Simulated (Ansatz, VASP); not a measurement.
## Ta5Si in VASP and in Ansatz

```
CELL_PARAMETERS angstrom
3.37013 0.00000 0.00000
0.00000 3.37013 0.00000
0.00000 0.00000 9.20467
ATOMIC_POSITIONS crystal
Ta 0.50000 0.50000 0.15189
Ta 0.00000 0.00000 0.32080
Ta 0.50000 0.50000 0.84811
Ta 0.00000 0.00000 0.67920
Ta 0.50000 0.50000 0.50000
Si 0.00000 0.00000 0.00000
```

Alike in both runs: task relaxation of cell and atoms; functional PBE; k mesh 10 × 10 × 4; occupations gaussian, width 0.1 eV; no spin polarisation.

|  | VASP | Ansatz |
| --- | --- | --- |
| version | VASP 6.6.1 | Ansatz 0.2.0 |
| potentials or method | VASP PAW PBE potentials, release 64 (Ta_pv, Si), cutoff 600 eV | scalar-relativistic, plane waves, PAW |
| valence electrons in the cell | 59 | 69 |

VASP gave:

```
gap on the k mesh at the Fermi level, each at its own relaxed structure (eV)  : none
relaxed volume (Å³/atom)                                                      : 17.39
relaxed length of the cell vector where the two differ most in proportion (Å) : 3.373
```

**Question.** Which values does Ansatz return?

**Answer.** gap on the k mesh at the Fermi level, each at its own relaxed structure (eV): none; relaxed volume (Å³/atom): 17.38; relaxed length of the cell vector where the two differ most in proportion (Å): 3.372.

A gap of «none» marks a metal or a gap that the smearing closes. VASP's potentials hold 59 valence electrons a cell and Ansatz's 69, so a difference there can come from the potentials and not from the codes.

Spin-orbit coupling is off throughout.
